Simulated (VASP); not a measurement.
Runs of VASP 6.6.1 on TiW3. The structure is that of space group Cmmm (No. 65), or close to it. The cells are those of the table. 

```tsv
task	spin	cell	cutoff (eV)	gap on the mesh (eV)	pressure (GPa)	largest force (eV/Å)
single point	off	a = 2.769, b = 2.769, c = 8.962 Å, angles 90.0, 90.0, 109.5°, 4 atoms	520	none	(a)	0.17
single point	collinear, ferromagnetic start	a = 2.768, b = 2.768, c = 8.970 Å, angles 90.0, 90.0, 109.6°, 4 atoms	520	none	0.3	0.02
single point	off	a = 2.768, b = 2.768, c = 8.970 Å, angles 90.0, 90.0, 109.6°, 4 atoms	520	none	0.3	0.02
relaxation of cell and atoms	off	relaxed from a = 2.769, b = 2.769, c = 8.962 Å, angles 90.0, 90.0, 109.5°, 4 atoms	600	none	0.0	0.02
```

Alike in all rows: level PBE; potentials or basis VASP PAW PBE potentials, release 64 (Ti_sv, W_sv); k mesh 6 × 6 × 2; smearing gaussian 0.1 eV.

**Question.** Fill in the values left out.

**Answer.** (a) 0.2.

Caveats: all runs use coarse meshes; spin-orbit coupling is left out, which moves the levels of the heavy elements.

A k mesh can miss the band edges, and the runs leave out spin-orbit coupling on W.

A gap of «none» marks levels without a gap at the run's occupations.
